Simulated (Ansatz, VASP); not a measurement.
**Zn: VASP beside Ansatz**

File INCAR:

```
SYSTEM = Zn
  ALGO = Normal
  EDIFF = 1E-6
  ENCUT = 520
  GGA = PS
  ISIF = 2
  ISMEAR = -1
  IVDW = 12
  LASPH = .True.
  LCHARG = .False.
  LREAL = .False.
  LWAVE = .False.
  NBANDS = 12
  NELM = 100
  PREC = Accurate
  SIGMA = 0.3
```

File KPOINTS:

```
k-points
0
Gamma
  6 6 6
  0 0 0
```

The input POSCAR:

```
Zn
1.0
   -1.5093348717      1.5093348717      1.5093348717
    1.5093348717     -1.5093348717      1.5093348717
    1.5093348717      1.5093348717     -1.5093348717
Zn
1
Direct
    0.0000000000      0.0000000000      0.0000000000
```

Input for Ansatz:

```yaml
crystal:
  lattice:
    - [-1.5093348717092658, 1.5093348717092663, 1.5093348717092667]
    - [1.5093348717092663, -1.5093348717092654, 1.5093348717092652]
    - [1.5093348717092658, 1.5093348717092654, -1.5093348717092654]
  atoms:
    - { symbol: Zn, position: [-1.3939462721476417e-18, 1.0005051540486994e-19, -1.4939967875525177e-18] }
kpoints:
  mp_grid:
    grid: [6, 6, 6]
hamiltonian:
  xc: pbesol
  dispersion: d3bj
scf:
  max_iter: 150
  mixing:
    algorithm: anderson
    beta: 0.2
    ndim: 12
  occupations:
    method: fermi_dirac
    width: 0.3
output:
  forces: true
  stress: true
```

Alike in both runs: task single point; functional PBEsol; dispersion D3(BJ); k mesh 6 × 6 × 6; occupations fermi-dirac, width 0.3 eV; no spin polarisation.

|  | VASP | Ansatz |
| --- | --- | --- |
| version | VASP 6.6.1 | Ansatz 0.2.0 |
| potentials or method | VASP PAW PBE potentials, release 64 (Zn) | plane waves, PAW |
| plane-wave cutoff (eV) | 520 | 420 |
| valence electrons in the cell | 12 | 12 |

```csv
,VASP,Ansatz,Ansatz less VASP
pressure (GPa),0.4,0.0,-0.44
```

VASP's potentials were made for PBE, not for PBEsol.

The k mesh is coarse, so the values compare programs but aren't converged.
